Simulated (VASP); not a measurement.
# PbSe (F-43m) in VASP: notebook

Aim: see how the results for PbSe move with the level of theory and the settings. Levels: PBE, HSE06, PBE-based global hybrid with 10 % exact exchange, PBE-based screened hybrid with 5 % exact exchange. Tasks: single point.

Everything below comes from runs of VASP 6.6.1. Logs are shortened: lines on timing, memory, paths and dates and some standing lists are left out, and cuts for length are marked.

**1. The cell of the first run**

It takes space group F-43m (No. 216, cubic). Conventional cell: a = 6.846 Å, b = 6.846 Å, c = 6.846 Å, α = 90.00°, β = 90.00°, γ = 90.00°. Pb (site symmetry -43m) has 4 Se at 2.96 Å within 3.9 Å. Se (site symmetry -43m) has 4 Pb at 2.96 Å within 3.9 Å.

**2. Single point, PBE**

INCAR reads:

```
PREC     = Accurate       # precision mode
ENCUT    = 520            # plane-wave cutoff, eV
EDIFF    = 1E-6           # SCF threshold, eV
ISMEAR   = 0              # smearing method
SIGMA    = 0.01           # smearing width, eV
LREAL    = False          # projectors in reciprocal space
LASPH    = True           # aspherical terms in the spheres
NELM     = 60             # most SCF steps
ALGO     = Normal         # electronic algorithm
ISIF     = 2              # what is computed and relaxed
LWAVE    = False          # write WAVECAR
LCHARG   = False          # write CHGCAR
GGA      = PE             # functional
NBANDS   = 17             # bands
```

KPOINTS reads:

```
regular mesh
0
Gamma
  4 4 4
```

POSCAR reads:

```
PbSe
1.0
    0.0000000000      3.4232041310      3.4232041310
    3.4232041310      0.0000000000      3.4232041310
    3.4232041310      3.4232041310      0.0000000000
Pb Se
1 1
Direct
    0.0000000000      0.0000000000      0.0000000000
    0.2500000000      0.2500000000      0.2500000000
```

Potentials or basis: VASP PAW PBE potentials, release 64 (Pb_d, Se).

On the command line:

```sh
$ cat potpaw_PBE.64/Pb_d/POTCAR potpaw_PBE.64/Se/POTCAR > POTCAR
$ mpirun -np 1 vasp_std > vasp.out
```

OUTCAR:

```text
PREC = Accurate
   ENCUT = 520
   EDIFF = 1E-6
   ISMEAR = 0
   LREAL = False
   LASPH = True
   NELM = 60
   ISIF = 2
   GGA = PE

 ion  position               nearest neighbor table
   1  0.000  0.000  0.000-   2 2.96   2 2.96   2 2.96   2 2.96
   2  0.250  0.250  0.250-   1 2.96   1 2.96   1 2.96   1 2.96

  LATTYP: Found a face centered cubic cell.
 ALAT       =     6.8464082620

  Lattice vectors:

 A1 = (   0.0000000000,   3.4232041310,   3.4232041310)
 A2 = (   3.4232041310,   0.0000000000,   3.4232041310)
 A3 = (   3.4232041310,   3.4232041310,   0.0000000000)

Analysis of symmetry for initial positions (statically):
=====================================================================
 Subroutine PRICEL returns:
 Original cell was already a primitive cell.

 Routine SETGRP: Setting up the symmetry group for a
 face centered cubic supercell.

 Subroutine GETGRP returns: Found 24 space group operations
 (whereof 24 operations were pure point group operations)
 out of a pool of 48 trial point group operations.

The static configuration has the point symmetry T_d .

Analysis of symmetry for dynamics (positions and initial velocities):
=====================================================================
 Subroutine PRICEL returns:
 Original cell was already a primitive cell.

 Routine SETGRP: Setting up the symmetry group for a
 face centered cubic supercell.

 Subroutine GETGRP returns: Found 24 space group operations
 (whereof 24 operations were pure point group operations)
 out of a pool of 48 trial point group operations.

The dynamic configuration has the point symmetry T_d .

 Subroutine INISYM returns: Found 24 space group operations
 (whereof 24 operations are pure point group operations),
 and found     1 'primitive' translations

----------------------------------------------------------------------------------------

                                     Primitive cell

  volume of cell :      80.2284

  direct lattice vectors                    reciprocal lattice vectors
     0.000000000  3.423204131  3.423204131    -0.146061988  0.146061988  0.146061988
     3.423204131  0.000000000  3.423204131     0.146061988 -0.146061988  0.146061988
     3.423204131  3.423204131  0.000000000     0.146061988  0.146061988 -0.146061988

  length of vectors
     4.841141709  4.841141709  4.841141709     0.252986784  0.252986784  0.252986784

  position of ions in fractional coordinates (direct lattice)
     0.000000000  0.000000000  0.000000000
     0.250000000  0.250000000  0.250000000

  ion indices of the primitive-cell ions
   primitive index   ion index
                 1           1
                 2           2

----------------------------------------------------------------------------------------

 KPOINTS: regular mesh

Automatic generation of k-mesh.
 Grid dimensions read from file:
 generate k-points for:    4    4    4

 Generating k-lattice:

  Cartesian coordinates                     Fractional coordinates (reciprocal lattice)
    -0.036515497  0.036515497  0.036515497     0.250000000  0.000000000  0.000000000
     0.036515497 -0.036515497  0.036515497     0.000000000  0.250000000  0.000000000
     0.036515497  0.036515497 -0.036515497     0.000000000  0.000000000  0.250000000

  Length of vectors
     0.063246696  0.063246696  0.063246696

  Shift w.r.t. Gamma in fractional coordinates (k-lattice)
     0.000000000  0.000000000  0.000000000

 Subroutine IBZKPT returns following result:
 ===========================================

 Found      8 irreducible k-points:

 Following reciprocal coordinates:
            Coordinates               Weight
  0.000000  0.000000  0.000000      1.000000
  0.250000  0.000000  0.000000      8.000000
  0.500000  0.000000  0.000000      4.000000
  0.250000  0.250000  0.000000      6.000000
  0.500000  0.250000  0.000000     24.000000
 -0.250000  0.250000  0.000000     12.000000
  0.500000  0.500000  0.000000      3.000000
 -0.250000  0.500000  0.250000      6.000000
   k-points           NKPTS =      8   k-points in BZ     NKDIM =      8   number of bands    NBANDS=     17
   number of dos      NEDOS =    301   number of ions     NIONS =      2
   total plane-waves  NPLWV =  46656
   dimension x,y,z NGX =    36 NGY =   36 NGZ =   36
   dimension x,y,z NGXF=    72 NGYF=   72 NGZF=   72
   ions per type =               1   1
   NGX,Y,Z   is equivalent  to a cutoff of  12.36, 12.36, 12.36 a.u.
   NGXF,Y,Z  is equivalent  to a cutoff of  24.72, 24.72, 24.72 a.u.
 SYSTEM =  unknown system
   PREC   = accura    normal or accurate (medium, high low for compatibility)
   ISTART =      0    job   : 0-new  1-cont  2-samecut
   ICHARG =      2    charge: 1-file 2-atom 10-const
   ISPIN  =      1    spin polarized calculation?
   LNONCOLLINEAR =      F non collinear calculations
   LSORBIT =      F    spin-orbit coupling
   LASPH  =      T    aspherical Exc in radial PAW
   ENCUT  =  520.0 eV  38.22 Ry    6.18 a.u.   9.00  9.00  9.00*2*pi/ulx,y,z
   NELM   =     60;   NELMIN=  2; NELMDL= -5     # of ELM steps
   EDIFF  = 0.1E-05   stopping-criterion for ELM
   LREAL  =      F    real-space projection
   EDIFFG = 0.1E-04   stopping-criterion for IOM
   NSW    =      0    number of steps for IOM
   IBRION =     -1    ionic relax: 0-MD 1-quasi-New 2-CG
   NFREE  =      0    steps in history (QN), initial steepest desc. (CG)
   ISIF   =      2    stress and relaxation
   ISYM   =      2    0-nonsym 1-usesym 2-fastsym
   POTIM  = 0.5000    time-step for ionic-motion
   TEBEG  =    0.0;   TEEND  =   0.0 temperature during run
   PSTRESS=    0.0 pullay stress
   NELECT =      20.0000    total number of electrons
   NUPDOWN=      -1.0000    fix difference up-down
   EMIN   =  10.00;   EMAX   =-10.00  energy-range for DOS
   EFERMI =   0.00;   METHOD = LEGACY
   ISMEAR =     0;   SIGMA  =   0.01  broadening in eV -4-tet -1-fermi 0-gaus
   EFERMI_NEDOS =   21; number of points for ismear=-14 and -15
   IALGO  =     38    algorithm
   IMIX   =      4    mixing-type and parameters
     AMIX     =   0.40;   BMIX     =  1.00
     AMIX_MAG =   1.60;   BMIX_MAG =  1.00
  volume/ion in A,a.u.               =      40.11       270.70
  Fermi-wavevector in a.u.,A,eV,Ry     =   1.030328  1.947037 14.443606  1.061575
  Thomas-Fermi vector in A             =   2.164420
   LORBIT       =      0    0 simple, 1 ext, 2 COOP (PROOUT), +10 PAW based schemes
   GGA     = PE    functional components
   LHFCALC =     F    Hartree Fock is set to
   AEXX    =    0.0000 exact exchange contribution
   IVDW    =     0    specifies the selected vdW correction
   LEPSILON=     F    determine dielectric tensor
   LRPA    =     F    only Hartree local field effects (RPA)
 non-spin polarized calculation
 Gauss-broadening in eV      SIGMA  =   0.01
  energy-cutoff  :      520.00
  volume of cell :       80.23
 maximum number of plane-waves:      2200
   NGX = 17   NGY = 17   NGZ = 17

 number of electron      20.0000005 magnetization

 Free energy of the ion-electron system (eV)
  ---------------------------------------------------
  ext. energy  EPLUGINS =         0.00000000
  ---------------------------------------------------
  free energy    TOTEN  =        -7.84076528 eV

  energy without entropy =       -7.84076528  energy(sigma->0) =       -7.84076528

 E-fermi :   2.4038     XC(G=0):  -7.7365

 val. band max:        2.3533043457   @ k =  -0.2500   0.5000   0.2500
 cond. band min:       2.9746953949   @ k =   0.5000   0.5000   0.0000
 fundamental gap:      0.6213910492
 Fermi energy:         2.4037627646

 k-point     1 :       0.0000    0.0000    0.0000
  band No.  band energies     occupation
      1     -14.4578      2.00000
      2     -14.4578      2.00000
      3     -14.4578      2.00000
      4     -14.4270      2.00000
      5     -14.4270      2.00000
      6     -10.4496      2.00000
[... 9 lines left out ...]
     16      10.5612      0.00000
     17      11.3722      0.00000

 k-point     2 :       0.2500    0.0000    0.0000
  band No.  band energies     occupation
      1     -14.4709      2.00000
      2     -14.4535      2.00000
      3     -14.4535      2.00000
      4     -14.4264      2.00000
      5     -14.4264      2.00000
      6     -10.1822      2.00000
[... 9 lines left out ...]
     16       9.7465      0.00000
     17      10.8640      0.00000

 k-point     3 :       0.5000    0.0000    0.0000
  band No.  band energies     occupation
      1     -14.4837      2.00000
      2     -14.4503      2.00000
      3     -14.4503      2.00000
      4     -14.4246      2.00000
      5     -14.4246      2.00000
      6      -9.8557      2.00000
[... 9 lines left out ...]
     16      10.7122      0.00000
     17      10.7122      0.00000

 k-point     4 :       0.2500    0.2500    0.0000
  band No.  band energies     occupation
      1     -14.4805      2.00000
      2     -14.4484      2.00000
      3     -14.4484      2.00000
      4     -14.4300      2.00000
      5     -14.4240      2.00000
      6     -10.0882      2.00000
[... 9 lines left out ...]
     16      11.1029      0.00000
     17      12.8425      0.00000

 k-point     5 :       0.5000    0.2500    0.0000
  band No.  band energies     occupation
      1     -14.4911      2.00000
      2     -14.4460      2.00000
      3     -14.4441      2.00000
      4     -14.4293      2.00000
      5     -14.4232      2.00000
      6      -9.7474      2.00000
[... 9 lines left out ...]
     16      11.0847      0.00000
     17      11.7760      0.00000

 k-point     6 :      -0.2500    0.2500    0.0000
  band No.  band energies     occupation
      1     -14.4838      2.00000
      2     -14.4489      2.00000
      3     -14.4481      2.00000
      4     -14.4267      2.00000
      5     -14.4256      2.00000
      6      -9.8660      2.00000
[... 9 lines left out ...]
     16      10.5060      0.00000
     17      11.7642      0.00000

 k-point     7 :       0.5000    0.5000    0.0000
  band No.  band energies     occupation
      1     -14.5020      2.00000
      2     -14.4388      2.00000
      3     -14.4388      2.00000
      4     -14.4334      2.00000
      5     -14.4210      2.00000
      6      -9.6242      2.00000
[... 9 lines left out ...]
     16      12.0547      0.00000
     17      12.2444      0.00000

 k-point     8 :      -0.2500    0.5000    0.2500
  band No.  band energies     occupation
      1     -14.4945      2.00000
      2     -14.4469      2.00000
      3     -14.4395      2.00000
      4     -14.4295      2.00000
      5     -14.4240      2.00000
      6      -9.6195      2.00000
[... 9 lines left out ...]
     16      11.5865      0.00000
     17      11.6646      0.00000

------------------------ aborting loop because EDIFF is reached ----------------------------------------

  FORCE on cell =-STRESS in cart. coord.  units (eV):
  Direction    XX          YY          ZZ          XY          YZ          ZX
  --------------------------------------------------------------------------------------
  -------------------------------------------------------------------------------------
  Total        0.3417864      0.3417864      0.3417864      0.0000000      0.0000000      0.0000000
  in kB        6.8255389      6.8255389      6.8255389      0.0000000      0.0000000      0.0000000
  external PRESSURE =       6.8255389 kB  Pullay stress =       0.0000000 kB

 VOLUME and BASIS-vectors are now :
 -----------------------------------------------------------------------------
  energy-cutoff  :      520.00
  volume of cell :       80.23
      direct lattice vectors                 reciprocal lattice vectors
     0.000000000  3.423204131  3.423204131    -0.146061988  0.146061988  0.146061988
     3.423204131  0.000000000  3.423204131     0.146061988 -0.146061988  0.146061988
     3.423204131  3.423204131  0.000000000     0.146061988  0.146061988 -0.146061988

 POSITION                                       TOTAL-FORCE (eV/Angst)
 -----------------------------------------------------------------------------------
      0.00000      0.00000      0.00000         0.000000      0.000000      0.000000
      1.71160      1.71160      1.71160        -0.000000     -0.000000     -0.000000
 -----------------------------------------------------------------------------------
    total drift:                                0.000000      0.000000      0.000000

  FREE ENERGIE OF THE ION-ELECTRON SYSTEM (eV)
  ---------------------------------------------------
  free  energy   TOTEN  =        -7.8407652829 eV

  energy  without entropy=       -7.8407652829  energy(sigma->0) =       -7.84076528
```

It took 7.2 s on 1 thread of Intel Xeon 6975P-C (Granite Rapids), shared host; peak memory 0.19 GiB.

Results:

```
Free energy            : -7.8408 eV
Pressure               : 0.7 GPa
Band gap on the k mesh : 0.62 eV (least direct gap 1.15 eV)
```

Caveat: spin-orbit coupling is left out, which moves the levels of the heavy elements. A k mesh can miss the band edges.

(Continued in part 2 of 2.)
